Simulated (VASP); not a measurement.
Wanted: the native input for a VASP 6.6.1 run.

* Task: single point
* Functional: PBEsol
* Potentials or basis: VASP PAW PBE potentials, release 64 (Ti_sv, Al)
* Cutoff: 520 eV
* k mesh: 10 × 10 × 4
* Occupations: gaussian, width 0.05 eV
* Spin: no spin polarisation
* Dipole correction: no
* k mesh for the DOS: 15 × 15 × 6
* Occupations for the DOS: tetrahedron
* Further INCAR settings: ALGO = Fast; EDIFF = 1e-06; NBANDS = 36

The system is Ti3Al5.

```xyz
8
Lattice="3.8954 0.0000 0.0000 0.0000 3.8954 0.0000 0.0000 0.0000 8.3260" Properties=species:S:1:pos:R:3 pbc="T T T"
Ti    0.0000    0.0000    4.1630
Ti    1.9477    1.9477    0.0000
Ti    1.9477    1.9477    4.1630
Al    0.0000    1.9477    2.0856
Al    0.0000    1.9477    6.2405
Al    1.9477    0.0000    2.0856
Al    1.9477    0.0000    6.2405
Al    0.0000    0.0000    0.0000
```

The input as run:

POSCAR

```
Ti3Al5
1.0
    3.8953831800      0.0000000000      0.0000000000
    0.0000000000      3.8953831800      0.0000000000
    0.0000000000      0.0000000000      8.3260242100
Ti Al
3 5
Direct
    0.0000000000      0.0000000000      0.5000000000
    0.5000000000      0.5000000000      0.0000000000
    0.5000000000      0.5000000000      0.5000000000
    0.0000000000      0.5000000000      0.2504879700
    0.0000000000      0.5000000000      0.7495120300
    0.5000000000      0.0000000000      0.2504879700
    0.5000000000      0.0000000000      0.7495120300
    0.0000000000      0.0000000000      0.0000000000
```

INCAR.step1

```
PREC = Accurate
ENCUT = 520
EDIFF = 1E-6
ISMEAR = 0
SIGMA = 0.05
LREAL = F
LASPH = T
NELM = 100
ALGO = Fast
ISIF = 2
LWAVE = F
LCHARG = T
LMAXMIX = 4
GGA = PS
NBANDS = 36
```

KPOINTS.step1

```
Automatic mesh
0
Gamma
  10 10 4
```

INCAR.step2

```
PREC = Accurate
ENCUT = 520
EDIFF = 1E-6
ISMEAR = -5
SIGMA = 0.05
LREAL = F
LASPH = T
NELM = 100
ALGO = Fast
ISIF = 2
LWAVE = F
LCHARG = F
LMAXMIX = 4
GGA = PS
LORBIT = 11
NBANDS = 36
NEDOS = 1001
ICHARG = 11
```

KPOINTS.step2

```
Automatic mesh
0
Gamma
  15 15 6
```

Potentials or basis: VASP PAW PBE potentials, release 64 (Ti_sv, Al).

The run is started by

```bash
$ cat potpaw_PBE.64/Ti_sv/POTCAR potpaw_PBE.64/Al/POTCAR > POTCAR
$ cp INCAR.step1 INCAR
$ cp KPOINTS.step1 KPOINTS
$ mpirun -np 1 vasp_std > vasp.out
$ cp INCAR.step2 INCAR
$ cp KPOINTS.step2 KPOINTS
$ mpirun -np 1 vasp_std > vasp.out
```

Results of the run:

- Valence electrons inside the program's atomic spheres: Ti 10.34, 10.31 (each value once); Al 0.82, 0.81 (each value once)

It took 56 min on 1 thread of Intel(R) Xeon(R) Platinum 8259CL CPU @ 2.50GHz (Skylake/Cascade Lake), with other jobs on the host, peak memory 0.58 GiB.
